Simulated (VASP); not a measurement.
Write the native input for VASP 6.6.1 that does the following.

* Task: single point
* Functional: r2SCAN
* Potentials or basis: VASP PAW PBE potentials, release 64 (Ti_sv, Co)
* Cutoff: 520 eV
* k mesh: 10 × 10 × 10
* Occupations: gaussian, width 0.1 eV
* Spin: collinear spin, antiferromagnetic start
* Starting moments: [0.0, 0.0, 0.0, 0.0, 3.0, -3.0] μB
* Dipole correction: no
* Further INCAR settings: ALGO = Normal; EDIFF = 1e-06; NBANDS = 46

The system is Ti2Co.

```xyz
6
Lattice="0.0000 3.5551 3.5551 3.5551 0.0000 3.5551 3.5551 3.5551 0.0000" Properties=species:S:1:pos:R:3 pbc="T T T"
Ti    0.8888    0.8888    0.8888
Ti    0.8888    2.6663    2.6663
Ti    2.6663    2.6663    0.8888
Ti    2.6663    0.8888    2.6663
Co    3.5551    3.5551    3.5551
Co    5.3326    5.3326    5.3326
```

The input as run:

POSCAR

```
Ti2Co
1.0
    0.0000000000      3.5550718046      3.5550718046
    3.5550718046      0.0000000000      3.5550718046
    3.5550718046      3.5550718046      0.0000000000
Ti Co
4 2
Direct
    0.1249994465      0.1249994465      0.1249994465
    0.6250016606      0.1249994465      0.1249994465
    0.1249994465      0.1249994465      0.6250016606
    0.1249994465      0.6250016606      0.1249994465
    0.5000000000      0.5000000000      0.5000000000
    0.7500000000      0.7500000000      0.7500000000
```

INCAR.step1

```
ALGO = Normal
EDIFF = 1E-4
ENCUT = 520
GGA = PE
ISMEAR = 0
ISPIN = 2
LASPH = T
LCHARG = F
LMAXMIX = 4
LREAL = F
LWAVE = T
MAGMOM = 0 0 0 0 3 -3
NBANDS = 46
NELM = 150
PREC = Accurate
SIGMA = 0.1
```

INCAR.step2

```
ALGO = Normal
EDIFF = 1E-6
ENCUT = 520
ISIF = 2
ISMEAR = 0
ISPIN = 2
ISTART = 1
LASPH = T
LCHARG = F
LMAXMIX = 4
LMIXTAU = T
LORBIT = 11
LREAL = F
LWAVE = F
MAGMOM = 0 0 0 0 3 -3
METAGGA = R2SCAN
NBANDS = 46
NELM = 150
PREC = Accurate
SIGMA = 0.1
```

KPOINTS

```
k-points
0
Gamma
  10 10 10
```

Potentials or basis: VASP PAW PBE potentials, release 64 (Ti_sv, Co).

Run with:

```sh
$ cat potpaw_PBE.64/Ti_sv/POTCAR potpaw_PBE.64/Co/POTCAR > POTCAR
$ cp INCAR.step1 INCAR
$ mpirun -np 1 vasp_std > vasp.out
$ cp INCAR.step2 INCAR
$ mpirun -np 1 vasp_std > vasp.out
```

It gave:

```
Pressure                                              : 0.5 GPa
Band gap on the k mesh                                : zero (filled and empty bands overlap)
Net moment                                            : 0.00 μB per cell
Site moments                                          : Ti +0.00; Co +1.82, -1.82 μB
Valence electrons inside the program's atomic spheres : Ti 10.52; Co 7.90
```

Caveat: the PAW data sets were made with another functional, which shifts forces and pressure a little.

It took 78 min on 1 thread of Oxide Virtual Turin-like Processor, on a shared host, peak memory 0.47 GiB.
